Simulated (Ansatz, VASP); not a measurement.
Two plane-wave programs on In

```xyz
1
Lattice="-1.6255 1.6255 2.4737 1.6255 -1.6255 2.4737 1.6255 1.6255 -2.4737" Properties=species:S:1:pos:R:3 pbc="T T T"
In    0.0000    0.0000    0.0000
```

Alike in both runs: task single point; functional PBEsol; k mesh 8 × 8 × 8; occupations gaussian, width 0.1 eV; no spin polarisation.

|  | VASP | Ansatz |
| --- | --- | --- |
| version | VASP 6.6.1 | Ansatz 0.2.0 |
| potentials or method | VASP PAW PBE potentials, release 64 (In_d), cutoff 500 eV | scalar-relativistic, plane waves, PAW |
| valence electrons in the cell | 13 | 13 |

```csv
,VASP,Ansatz,Ansatz less VASP
gap on the k mesh at the Fermi level (eV),none,none,-
pressure (GPa),-1.1,-1.1,+0.01
"traceless stress, the component that is largest in VASP (GPa)",2.76,2.76,+0.001
```

VASP's potentials were made for PBE, not for PBEsol. A gap of «none» marks a metal or a gap that the smearing closes.
